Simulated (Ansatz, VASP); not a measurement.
One calculation of In3Cl, two programs

```xyz
4
Lattice="5.6194 0.0000 0.0000 0.0000 5.6194 0.0000 0.0000 0.0000 3.4491" Properties=species:S:1:pos:R:3 pbc="T T T"
In    0.0000    2.8097    1.7246
In    2.8097    0.0000    1.7246
In    2.8097    2.8097    0.0000
Cl    0.0000    0.0000    0.0000
```

Change from the starting cell: species swapped into the ZrCd3 type (P4/mmm, No. 123).

Alike in both runs: functional PBE; k mesh 8 × 8 × 14; occupations gaussian, width 0.1 eV; no spin polarisation.

Ansatz relaxed the structure, and its values are those at the end. VASP's run is a single point on that final structure, the one shown.

|  | VASP | Ansatz |
| --- | --- | --- |
| version | VASP 6.6.1 | Ansatz 0.2.0 |
| potentials or method | VASP PAW PBE potentials, release 64 (In_d, Cl), cutoff 520 eV | scalar-relativistic, plane waves, PAW |
| valence electrons in the cell | 46 | 46 |

VASP gave:

| Item | Value |
| --- | --- |
| gap on the k mesh at the Fermi level (eV) | none |
| pressure (GPa) | -0.1 |

Problem. What did Ansatz give for the same quantities?

Solution. gap on the k mesh at the Fermi level (eV): none; pressure (GPa): 0.0.

A gap of «none» marks a metal or a gap that the smearing closes.
